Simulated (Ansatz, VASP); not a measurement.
## One calculation of BaTe, two programs

The input POSCAR:

```
BaTe
1.0
    0.0268772228      3.9410358890      3.9410358890
    3.9410358890      0.0268772228      3.9410358890
    3.9410358890      3.9410358890      0.0268772228
Ba Te
1 1
Direct
    0.0006499777      0.0006499777      0.0006499777
    0.2493500223      0.2493500223      0.2493500223
```

Contents of INCAR.step1:

```
SYSTEM = BaTe
PREC = Accurate ; ENCUT = 520
ISMEAR = 0 ; SIGMA = 0.01
LREAL = .False. ; LASPH = .True.
NELM = 60 ; NBANDS = 15
GGA = PE ; ALGO = Normal
EDIFF = 1E-4 ; LWAVE = .True.
LCHARG = .False.
```

File INCAR.step2:

```
SYSTEM = BaTe
PREC = Accurate ; ENCUT = 520
EDIFF = 1E-6 ; ISMEAR = 0
SIGMA = 0.01 ; LREAL = .False.
LASPH = .True. ; NELM = 60
ALGO = Normal ; ISIF = 2
LWAVE = .False. ; LCHARG = .False.
METAGGA = R2SCAN ; LMIXTAU = .True.
NBANDS = 15 ; ISTART = 1
```

The input KPOINTS:

```
regular mesh
0
Gamma
  6 6 6
  0 0 0
```

Input for Ansatz:

```yaml
crystal:
  lattice:
    - [0.0268772228, 3.941035889, 3.941035889]
    - [3.941035889, 0.0268772228, 3.941035889]
    - [3.941035889, 3.941035889, 0.0268772228]
  atoms:
    - { symbol: Ba, position: [0.0006499777, 0.0006499777, 0.0006499777] }
    - { symbol: Te, position: [0.2493500223, 0.2493500223, 0.2493500223] }
kpoints:
  mp_grid: { grid: [6, 6, 6] }
  band_path:
    path:
      - [0.0, 0.0, 0.0]
      - [-0.5, -0.5, 0.0]
      - [-0.375, -0.375, 0.25]
      - [-0.375, 0.0, 0.375]
      - [0.0, 0.0, 0.5]
      - [-0.5, -0.25, 0.25]
    npoints: 1
hamiltonian:
  xc: r2scan
scf:
  occupations: { method: fixed }
  n_extra_bands: 4
output:
  forces: true
  stress: true
  eigenvalues: true
```

Change from the starting cell: shear_111 strain +1.0%.

Alike in both runs: task single point; functional r2SCAN; k mesh 6 × 6 × 6; no spin polarisation.

|  | VASP | Ansatz |
| --- | --- | --- |
| version | VASP 6.6.1 | Ansatz 0.2.0 |
| potentials or method | VASP PAW PBE potentials, release 64 (Ba_sv, Te) | plane waves, PAW |
| plane-wave cutoff (eV) | 520 | 500 |
| occupations | gaussian, width 0.01 eV | fixed |
| valence electrons in the cell | 16 | 26 |

|  | VASP | Ansatz | Ansatz less VASP |
| --- | --- | --- | --- |
| gap on the k mesh at the Fermi level (eV) | 2.93 | 2.92 | -0.007 |
| pressure (GPa) | 0.0 | -0.2 | -0.20 |
| rms of the force components (eV/Å) | 0.004 | 0.003 | -0.0006 |

VASP's potentials were made for PBE, not for r2SCAN. Atom by atom the forces differ by 0.001 eV/Å (rms over components). VASP's potentials hold 16 valence electrons a cell and Ansatz's 26, so a difference there can come from the potentials and not from the codes.

Neither program's run includes spin-orbit coupling.
